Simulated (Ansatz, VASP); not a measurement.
## One calculation of SnSe, two programs

```
CELL_PARAMETERS angstrom
12.50182 0.00000 0.00000
0.00000 4.20701 0.00000
0.00000 0.00000 4.56710
ATOMIC_POSITIONS crystal
Sn 0.12148 0.25000 0.11646
Sn 0.87852 0.75000 0.88354
Sn 0.37852 0.75000 0.61646
Sn 0.62148 0.25000 0.38354
Se 0.85488 0.25000 0.47633
Se 0.14512 0.75000 0.52367
Se 0.64512 0.75000 0.97633
Se 0.35488 0.25000 0.02367
```

Change from the starting cell: strain +0.0600 x Voigt [1, 0, 0, 0, 0, 0], atoms carried along.

Alike in both runs: task single point; functional PBE; k mesh 4 × 6 × 6; occupations gaussian, width 0.05 eV; no spin polarisation.

|  | VASP | Ansatz |
| --- | --- | --- |
| version | VASP 6.6.1 | Ansatz 0.2.0 |
| potentials or method | VASP PAW PBE potentials, release 64 (Sn_d, Se), cutoff 520 eV | scalar-relativistic, plane waves, PAW |
| valence electrons in the cell | 80 | 120 |

|  | VASP | Ansatz | Ansatz less VASP |
| --- | --- | --- | --- |
| gap on the k mesh at the Fermi level (eV) | 0.61 | 0.62 | +0.008 |
| least direct gap on the mesh (eV) | 0.97 | 0.98 | +0.005 |
| pressure (GPa) | -2.1 | -2.1 | -0.02 |
| traceless stress, the component that is largest in VASP (GPa) | -2.21 | -2.21 | +0.006 |
| rms of the force components (eV/Å) | 0.197 | 0.200 | +0.0038 |

Atom by atom the forces differ by 0.007 eV/Å (rms over components). VASP's potentials hold 80 valence electrons a cell and Ansatz's 120, so a difference there can come from the potentials and not from the codes.
